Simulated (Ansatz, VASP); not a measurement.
**CdS in VASP and in Ansatz**

```
Cd S
1.0
     0.00000    2.91000    2.91000
     2.91000    0.00000    2.91000
     2.91000    2.91000    0.00000
Cd S
1 1
Direct
  0.00000 0.00000 0.00000
  0.75000 0.75000 0.75000
```

Alike in both runs: task single point; functional PBE; k mesh 2 × 2 × 2; occupations fermi-dirac, width 0.01 eV; no spin polarisation.

```csv
,VASP,Ansatz
version,VASP 6.6.1,Ansatz 0.2.0
potentials or method,"VASP PAW PBE potentials, release 64 (Cd, S), cutoff 520 eV","all-electron LAPW, scalar-relativistic"
```

```csv
,VASP,Ansatz,Ansatz less VASP
gap on the k mesh at the Fermi level (eV),1.01,1.01,-0.003
pressure (GPa),7.0,6.6,-0.41
```

Ansatz ran all-electron here, and VASP with PAW potentials.

The k mesh is coarse, so the values compare programs but aren't converged.
